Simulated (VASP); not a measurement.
Be3CdF2: relaxation of cell and atoms with PBE

Be3CdF2:

```
Be Cd F
1.0
     4.58202    0.00000    0.00000
    -2.29101    3.96814    0.00000
     0.00000    0.00000    3.72242
Be Cd F
3 1 2
Direct
  0.50000 0.00000 0.50000
  0.50000 0.50000 0.50000
  0.00000 0.50000 0.50000
  0.00000 0.00000 0.00000
  0.33333 0.66667 0.00000
  0.66667 0.33333 0.00000
```

| Item | Value |
| --- | --- |
| Program | VASP 6.6.1 |
| Task | relaxation of cell and atoms |
| Functional | PBE |
| Potentials or basis | VASP PAW PBE potentials, release 64 (Be, Cd_sv_GW, F) |
| Cutoff | 600 eV |
| k mesh | 6 × 6 × 6 |
| Occupations | gaussian, width 0.1 eV |
| Spin | no spin polarisation |
| Dipole correction | no |
| Second run | valence_matched |
| Further INCAR settings | ALGO = Normal; EDIFF = 1e-07; IBRION = 2; EDIFFG = -0.04; NSW = 90; ISIF = 3 |

The relaxed volume is 12.16 Å³/atom, the relaxed cell is a = 4.276 Å, b = 4.276 Å, c = 4.608 Å, α = 90.00°, β = 90.00°, γ = 120.00° and the space group after relaxing (to 0.05 Å) is P6/mmm (No. 191). The energy gained by relaxing is 108.7 meV/atom. The ionic steps are 10. The pressure after relaxing is 0.0 GPa and the band gap on the k mesh is zero (band 20 reaches 5.07 eV, above the bottom of band 21 at 3.46 eV).

Stress tensor (GPa, compression positive):
```
-0.08  0.00  0.00
 0.00 -0.08  0.00
 0.00  0.00  0.09
```

Step by step:
| step | energy change (eV) | largest force (eV/Å) | pressure (GPa) | volume (Å³) |
| --- | --- | --- | --- | --- |
| 1 | 0.0000 | 0.0000 | 5.42 | 67.68 |
| 2 | -0.1416 | 0.0000 | 0.73 | 71.47 |
| 3 | -0.1712 | 0.0000 | -4.18 | 76.31 |
| 4 | -0.1790 | 0.0000 | -2.90 | 74.90 |
| 5 | -0.3176 | 0.0000 | -3.48 | 75.14 |
| 6 | -0.6249 | 0.0000 | -2.58 | 75.03 |
| 7 | -0.6257 | 0.0000 | -1.21 | 74.64 |
| 8 | -0.6397 | 0.0000 | -2.08 | 74.90 |
| 9 | -0.6456 | 0.0000 | 1.57 | 71.62 |
| 10 | -0.6521 | 0.0000 | -0.03 | 72.98 |

Final structure:
```
Be Cd F
1.0
     4.27643    0.00000    0.00000
    -2.13821    3.70349    0.00000
     0.00000    0.00000    4.60779
Be Cd F
3 1 2
Direct
  0.50000 0.00000 0.50000
  0.50000 0.50000 0.50000
  0.00000 0.50000 0.50000
  0.00000 0.00000 0.00000
  0.33333 0.66667 0.00000
  0.66667 0.33333 0.00000
```

Levels at points of the mesh, in eV from the Fermi level:
```csv
k point,band 17,band 18,band 19,band 20,band 21,band 22,band 23,band 24
"(0.00, 0.00, 0.00)",-4.14,-4.14,-1.40,1.01,1.01,1.31,1.70,5.71
"(0.50, 0.00, 0.00)",-3.56,-3.09,-3.05,-0.99,0.96,2.46,3.90,4.26
"(0.00, 0.00, 0.50)",-4.06,-2.86,-2.43,-0.40,1.28,1.28,4.98,4.98
"(0.50, 0.00, 0.50)",-3.08,-3.01,-1.81,-0.34,0.94,0.95,1.56,5.45
```

It took 3.9 min on 1 thread of Intel(R) Xeon(R) 6975P-C (Granite Rapids) (shared host), peak memory 0.26 GiB.
